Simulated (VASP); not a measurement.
Set up this calculation in VASP 6.6.1, as the native input.

```yaml
Task: single point
Functional: LDA
Potentials_or_basis: VASP PAW LDA potentials, release 64 (Cu)
Cutoff: 520 eV
k_mesh: 24 × 24 × 24
Occupations: gaussian, width 0.15 eV
Spin: no spin polarisation
Dipole_correction: no
Further_INCAR_settings: ALGO = Fast; EDIFF = 1e-06; NBANDS = 12
```

The structure of Cu lies in POSCAR:

```
Cu
1.0
   -1.4410536591      1.4410536591      1.2368563556
    1.4410536591     -1.4410536591      1.2368563556
    1.4410536591      1.4410536591     -1.2368563556
Cu
1
Direct
    0.0000000000      0.0000000000      0.0000000000
```

The input as run:

INCAR

```
SYSTEM = Cu
  PREC = Accurate
  ENCUT = 520
  EDIFF = 1E-6
  ISMEAR = 0
  SIGMA = 0.15
  LREAL = .False.
  LASPH = .True.
  NELM = 100
  ALGO = Fast
  ISIF = 2
  LWAVE = .False.
  LCHARG = .False.
  GGA = CA
  NBANDS = 12
```

KPOINTS

```
Automatic mesh
0
Gamma
  24 24 24
  0 0 0
```

Potentials or basis: VASP PAW LDA potentials, release 64 (Cu).

Run with:

```sh
$ cat potpaw_LDA.64/Cu/POTCAR > POTCAR
$ mpirun -np 1 vasp_std > vasp.out
```

It gave:

```yaml
Pressure: 15.9 GPa
Band_gap_on_the_k_mesh: zero (an odd number of electrons rules out a gap without spin polarisation)
```

Caveat: the cell stands under pressure.

It took 60 s on 1 thread of AMD EPYC 9R45 96-Core Processor (Zen 5), on a shared host, peak memory 0.19 GiB.
